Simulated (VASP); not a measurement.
# TiO2 (Rutile) (P4_2/mnm) in VASP: a series of runs, part 2 of 2

VASP 6.6.1. Earlier steps stand in the parts before.

### Step 3. Relaxation of cell and atoms, PBEsol, target pressure 30 GPa, at which the enthalpy is minimised

INCAR reads:

```
  PREC = Accurate
  ENCUT = 600
  EDIFF = 1E-7
  ISMEAR = 0
  SIGMA = 0.01
  LREAL = F
  LASPH = T
  NELM = 100
  ALGO = Normal
  ISIF = 3
  LWAVE = F
  LCHARG = F
  GGA = PS
  IBRION = 2
  NSW = 100
  EDIFFG = -0.03
  PSTRESS = 300.0
```

KPOINTS reads:

```
Automatic mesh
0
Gamma
  6 6 8
```

POSCAR reads:

```
TiO2
1.0
    4.5922000000      0.0000000000      0.0000000000
    0.0000000000      4.5922000000      0.0000000000
    0.0000000000      0.0000000000      2.9574000000
Ti O
2 4
Direct
    0.0000000000      0.0000000000      0.0000000000
    0.5000000000      0.5000000000      0.5000000000
    0.3049600000      0.3049600000      0.0000000000
    0.1950400000      0.8049600000      0.5000000000
    0.6950400000      0.6950400000      0.0000000000
    0.8049600000      0.1950400000      0.5000000000
```

Potentials or basis: VASP PAW PBE potentials, release 64 (Ti_sv, O).

The run is started by

```
> cat potpaw_PBE.64/Ti_sv/POTCAR potpaw_PBE.64/O/POTCAR > POTCAR
> mpirun -np 1 vasp_std > vasp.out
```

OUTCAR:

```text
PREC = Accurate
   ENCUT = 600
   EDIFF = 1E-7
   ISMEAR = 0
   LREAL = F
   LASPH = T
   NELM = 100
   ISIF = 3
   GGA = PS
   IBRION = 2
   NSW = 100
   EDIFFG = -0.03
   PSTRESS = 300.0

 ion  position               nearest neighbor table
   1  0.000  0.000  0.000-   4 1.95   6 1.95   4 1.95   6 1.95   5 1.98   3 1.98
   2  0.500  0.500  0.500-   3 1.95   5 1.95   3 1.95   5 1.95   4 1.98   6 1.98
   3  0.305  0.305  0.000-   2 1.95   2 1.95   1 1.98
   4  0.195  0.805  0.500-   1 1.95   1 1.95   2 1.98
   5  0.695  0.695  0.000-   2 1.95   2 1.95   1 1.98
   6  0.805  0.195  0.500-   1 1.95   1 1.95   2 1.98

  LATTYP: Found a simple tetragonal cell.
 ALAT       =     4.5922000000
 C/A-ratio  =     0.6440050520

  Lattice vectors:

 A1 = (   4.5922000000,   0.0000000000,   0.0000000000)
 A2 = (   0.0000000000,   4.5922000000,   0.0000000000)
 A3 = (   0.0000000000,   0.0000000000,   2.9574000000)

Analysis of symmetry for initial positions (statically):
=====================================================================
 Subroutine PRICEL returns:
[... 181 lines left out ...]
  free energy    TOTEN  =       -56.10476464 eV

  energy without entropy =      -56.10476464  energy(sigma->0) =      -56.10476464

------------------------ aborting loop because EDIFF is reached ----------------------------------------

  FORCE on cell =-STRESS in cart. coord.  units (eV):
  Direction    XX          YY          ZZ          XY          YZ          ZX
  --------------------------------------------------------------------------------------
  -------------------------------------------------------------------------------------
  Total       -0.2619948     -0.2619948     -0.9392436      0.0000000      0.0000000      0.0000000
  in kB       -6.7305653     -6.7305653    -24.1288799      0.0000000      0.0000000      0.0000000
  external PRESSURE =    -312.5300035 kB  Pullay stress =     300.0000000 kB
[... 323 lines left out ...]
--------------------------------------- Ionic step        9  -------------------------------------------

 number of electron      48.0000001 magnetization

 Free energy of the ion-electron system (eV)
  ---------------------------------------------------
  ext. energy  EPLUGINS =         0.00000000
  ---------------------------------------------------
  free energy    TOTEN  =       -55.59044314 eV

  energy without entropy =      -55.59044314  energy(sigma->0) =      -55.59044314

 E-fermi :   6.1632     XC(G=0): -12.3169

 val. band max:        6.0177683108   @ k =   0.0000   0.0000   0.0000
 cond. band min:       7.9723954166   @ k =   0.0000   0.0000   0.0000
 fundamental gap:      1.9546271059
 Fermi energy:         6.1632162179

 k-point     1 :       0.0000    0.0000    0.0000
  band No.  band energies     occupation
      1     -50.3729      2.00000
      2     -50.3401      2.00000
      3     -26.9360      2.00000
      4     -26.9360      2.00000
      5     -26.6685      2.00000
      6     -26.6685      2.00000
[... 733 lines left out ...]
     27       9.5492      0.00000
     28       9.5492      0.00000

 [... further k-points ...]
[... 5 lines left out ...]
  --------------------------------------------------------------------------------------
  -------------------------------------------------------------------------------------
  Total       10.3628756     10.3628756     10.5359943      0.0000000      0.0000000      0.0000000
  in kB      296.9553823    296.9553823    301.9162205      0.0000000      0.0000000      0.0000000
  external PRESSURE =      -1.3910050 kB  Pullay stress =     300.0000000 kB
[... 25 lines left out ...]
  energy  without entropy=      -55.5904431398  energy(sigma->0) =      -55.59044314

  enthalpy is  TOTEN    =       -45.1213192934 eV   P V=       10.4691238465

 reached required accuracy - stopping structural energy minimisation
```

OSZICAR:

```text
N       E                     dE             d eps       ncg     rms          rms(c)
DAV:   1     0.717342323290E+03    0.71734E+03   -0.27230E+04  2800   0.224E+03
DAV:   2     0.650175766380E+02   -0.65232E+03   -0.63148E+03  2928   0.614E+02
DAV:   3    -0.665447470132E+02   -0.13156E+03   -0.12751E+03  4436   0.226E+02
[... 112 lines left out ...]
DAV:   5    -0.555903962130E+02   -0.13576E-04   -0.17284E-05  3768   0.421E-02    0.326E-02
DAV:   6    -0.555904409162E+02   -0.44703E-04   -0.90189E-05  4336   0.574E-02    0.740E-03
DAV:   7    -0.555904419713E+02   -0.10551E-05   -0.75440E-06  3528   0.180E-02    0.632E-03
DAV:   8    -0.555904430584E+02   -0.10872E-05   -0.18951E-06  3176   0.146E-02    0.217E-03
DAV:   9    -0.555904431664E+02   -0.10797E-06   -0.26038E-07  2432   0.316E-03    0.157E-03
DAV:  10    -0.555904431398E+02    0.26552E-07   -0.43421E-08  1492   0.212E-03
   9 F= -.45121319E+02 E0= -.45121319E+02  d E =-.350698E-03
```

Run time: 9 min. Hardware: 1 thread of Intel Xeon 6975P-C, shared host; peak memory 0.26 GiB.

Results:

* Free energy: -55.5904 eV
* Relaxed volume: 9.32 Å³/atom
* Relaxed cell: a = 4.411 Å, b = 4.411 Å, c = 2.874 Å, α = 90.00°, β = 90.00°, γ = 90.00°
* Space group after relaxing (to 0.05 Å): P4_2/mnm (No. 136)
* Energy change on relaxing (the enthalpy is what falls): +85.7 meV/atom
* Ionic steps: 9
* Pressure after relaxing: 29.9 GPa
* Largest force after relaxing: 0.015 eV/Å
* Band gap on the k mesh: 1.95 eV, direct

Forces in eV/Å, atoms in the order of the input:
```
Ti   0.000  0.000  0.000
Ti   0.000  0.000  0.000
O    0.011  0.011  0.000
O   -0.011  0.011  0.000
O   -0.011 -0.011  0.000
O    0.011 -0.011  0.000
```

Stress tensor (GPa, compression positive):
```
29.70  0.00  0.00
 0.00 29.70  0.00
 0.00  0.00 30.19
```

The path:
```csv
step,energy change (eV),largest force (eV/Å),pressure (GPa),volume (Å³)
1,0.0000,0.0537,-1.25,62.37
2,5.4744,2.2974,139.86,45.80
3,0.4284,0.5943,27.35,56.59
4,0.4871,0.6311,29.45,56.25
5,0.5091,0.6444,30.22,56.14
6,0.5653,0.2452,31.06,55.66
7,0.5378,0.0119,30.70,55.79
8,0.4867,0.0199,28.85,56.06
9,0.5143,0.0153,29.86,55.91
```

Final structure:
```yaml
crystal:
  lattice:
    - [4.41064, 0.00000, 0.00000]
    - [0.00000, 4.41064, 0.00000]
    - [0.00000, 0.00000, 2.87406]
  atoms:
    - { symbol: Ti, position: [0.00000, 0.00000, 0.00000] }
    - { symbol: Ti, position: [0.50000, 0.50000, 0.50000] }
    - { symbol: O, position: [0.30170, 0.30170, 0.00000] }
    - { symbol: O, position: [0.19830, 0.80170, 0.50000] }
    - { symbol: O, position: [0.69830, 0.69830, 0.00000] }
    - { symbol: O, position: [0.80170, 0.19830, 0.50000] }
```

Levels at points of the mesh, in eV from the valence-band top:
```csv
k point,band 20,band 21,band 22,band 23,band 24,band 25,band 26,band 27,band 28
"(0.00, 0.00, 0.00)",-2.25,-0.78,-0.52,-0.52,0.00,1.95,2.27,2.54,2.71
"(0.50, 0.00, 0.00)",-3.43,-1.94,-1.94,-0.89,-0.89,2.77,2.77,3.45,3.45
"(0.50, 0.50, 0.00)",-2.61,-1.47,-1.47,-1.17,-1.17,2.01,2.01,2.75,2.75
"(0.00, 0.00, 0.50)",-3.02,-2.94,-2.94,-1.53,-1.53,3.41,3.41,3.53,3.53
"(0.50, 0.00, 0.50)",-2.57,-2.32,-2.32,-1.26,-1.26,2.02,2.02,3.56,3.56
"(0.50, 0.50, 0.50)",-2.90,-1.63,-1.63,-0.69,-0.69,2.89,2.89,3.51,3.51
```

Caveat: the cell is relaxed towards a set pressure, so the enthalpy falls and the energy may rise; the PAW data sets were made with another functional, which shifts forces and pressure a little. A hybrid or GW would open this gap; PBEsol tends to underestimate it.
